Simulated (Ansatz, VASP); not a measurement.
## Two plane-wave programs on LiNbO3

```
Li Nb O
1.0
     2.57565    1.48705    4.62180
    -2.57565    1.48705    4.62180
     0.00000   -2.97410    4.62180
Li Nb O
2 2 6
Cartesian
  0.0000 0.0000 4.1887
  0.0000 0.0000 11.1214
  0.0000 0.0000 0.2662
  0.0000 0.0000 7.1989
  -0.6367 -1.4448 5.7768
  1.5696 0.1710 5.7768
  -0.9329 1.2738 5.7768
  -1.6427 -0.2132 8.0877
  0.6367 1.5293 8.0877
  1.0060 -1.3160 8.0877
```

Alike in both runs: task relaxation of cell and atoms; functional PBE; k mesh 4 × 4 × 4; no spin polarisation.

|  | VASP | Ansatz |
| --- | --- | --- |
| version | VASP 6.6.1 | Ansatz 0.2.0 |
| potentials or method | VASP PAW PBE potentials, release 64 (Li_sv, Nb_sv, O) | scalar-relativistic, plane waves, PAW |
| plane-wave cutoff (eV) | 600 | 420 |
| occupations | gaussian, width 0.01 eV | fixed |
| valence electrons in the cell | 68 | 68 |

Ansatz gave:

| Quantity | Value |
| --- | --- |
| gap on the k mesh at the Fermi level, each at its own relaxed structure (eV) | 3.56 |
| relaxed volume (Å³/atom) | 10.90 |
| relaxed length of the cell vector where the two differ most in proportion (Å) | 5.550 |

Q: What did VASP give for the same quantities?

A: gap on the k mesh at the Fermi level, each at its own relaxed structure (eV): 3.55; relaxed volume (Å³/atom): 10.85; relaxed length of the cell vector where the two differ most in proportion (Å): 5.542.

Noted on VASP's run: the cutoff is under 1.25 times that of the potentials, so the pressure is a little rough.
